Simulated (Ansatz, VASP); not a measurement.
Ga: VASP beside Ansatz

File INCAR:

```
PREC = Accurate
ENCUT = 520
EDIFF = 1E-6
ISMEAR = -1
SIGMA = 0.05
LREAL = False
LASPH = True
NELM = 100
ALGO = Fast
ISIF = 2
LWAVE = False
LCHARG = False
NBANDS = 20
```

Contents of KPOINTS:

```
regular mesh
0
Gamma
  10 10 8
```

POSCAR

```
Ga
1.0
    1.3830000000     -4.0265000000      0.0000000000
    1.3830000000      4.0265000000      0.0000000000
   -0.1174474948      0.0000000000      3.3299294416
Ga
2
Direct
    0.1310000000      0.8690000000      0.7500000000
    0.8690000000      0.1310000000      0.2500000000
```

The input input.yaml:

```yaml
crystal:
  lattice:
    - [1.383, -4.0265, 0.0]
    - [1.383, 4.0265, 0.0]
    - [-0.1174474948, 0.0, 3.3299294416]
  atoms:
    - { symbol: Ga, position: [0.131, 0.869, 0.75] }
    - { symbol: Ga, position: [0.869, 0.131, 0.25] }
kpoints:
  mp_grid: { grid: [10, 10, 8] }
scf:
  occupations: { method: fermi_dirac, width: 0.05 }
hamiltonian:
  xc: lda
  pseudopotentials: { kind: all_electron, lapw: { basis_error: 0.001 } }
output:
  forces: true
  stress: true
  eigenvalues: true
```

Alike in both runs: task single point; functional LDA; k mesh 10 × 10 × 8; occupations fermi-dirac, width 0.05 eV; no spin polarisation.

|  | VASP | Ansatz |
| --- | --- | --- |
| version | VASP 6.6.1 | Ansatz 0.2.0 |
| potentials or method | VASP PAW LDA potentials, release 64 (Ga_d), cutoff 520 eV | all-electron LAPW, scalar-relativistic |

Ansatz gave:

* gap on the k mesh at the Fermi level (eV): none
* pressure (GPa): -3.9
* traceless stress, the component that is largest in VASP (GPa): -0.49
* rms of the force components (eV/Å): 0.103

Problem. What did VASP give for the same quantities?

Solution. gap on the k mesh at the Fermi level (eV): none; pressure (GPa): -3.9; traceless stress, the component that is largest in VASP (GPa): -0.50; rms of the force components (eV/Å): 0.106.

LDA's correlation is that of Perdew and Zunger in VASP and of Perdew and Wang (1992) in Ansatz. Atom by atom the forces differ by 0.002 eV/Å (rms over components). A gap of «none» marks a metal or a gap that the smearing closes. Ansatz ran all-electron here, and VASP with PAW potentials.
